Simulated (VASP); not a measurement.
Wanted: the native input for a VASP 6.6.1 run.

| Item | Value |
| --- | --- |
| Task | single point |
| Functional | PBE |
| Potentials or basis | VASP PAW PBE potentials, release 64 (In_d, Ru_pv) |
| Cutoff | 520 eV |
| k mesh | 4 × 4 × 4 |
| Occupations | gaussian, width 0.1 eV |
| Spin | collinear spin, ferromagnetic start |
| Starting moments | [0.0, 0.0, 0.0, 0.0, 1.0] μB |
| Dipole correction | no |
| Further INCAR settings | ALGO = Normal; EDIFF = 1e-07; NBANDS = 45 |

The structure of In4Ru lies in POSCAR:

```
In4Ru
1.0
    4.5758224792      0.0000000000      0.0000000000
    0.0000000000      4.5758224792      0.0000000000
    0.0000000000      0.0000000000      6.0357226795
In Ru
4 1
Direct
    0.0000000000      0.5000000000      0.7438992541
    0.5000000000      0.0000000000      0.7438992541
    0.0000000000      0.5000000000      0.2561007459
    0.5000000000      0.0000000000      0.2561007459
    0.0000000000      0.0000000000      0.0000000000
```

The cell was generated, and may not be a known phase.

These files were run (other wordings do the same):

INCAR

```
ALGO = Normal ; EDIFF = 1E-7
ENCUT = 520 ; GGA = PE
ISIF = 2 ; ISMEAR = 0
ISPIN = 2 ; LASPH = T
LCHARG = T ; LELF = T
LMAXMIX = 4 ; LORBIT = 11
LREAL = F ; LVHAR = T
LWAVE = F ; MAGMOM = 0 0 0 0 1
NBANDS = 45 ; NELM = 150
PREC = Accurate ; SIGMA = 0.1
```

KPOINTS

```
k-points
0
Gamma
  4 4 4
```

Potentials or basis: VASP PAW PBE potentials, release 64 (In_d, Ru_pv).

Run with:

```bash
$ cat potpaw_PBE.64/In_d/POTCAR potpaw_PBE.64/Ru_pv/POTCAR > POTCAR
$ mpirun -np 1 vasp_std > vasp.out
```

Results of the run:

```json
{"Pressure": "-0.1 GPa", "Largest force": "0.012 eV/Å", "Band gap on the k mesh": "zero (filled and empty bands overlap)", "Net moment": "0.00 μB per cell", "Valence electrons inside the program's atomic spheres": "In 11.41; Ru 12.67"}
```

Caveat: spin-orbit coupling is left out, which moves the levels of the heavy elements.

Run time: 4.5 min on 1 thread of Intel Xeon 8259CL, with other jobs on the host, peak memory 0.37 GiB.
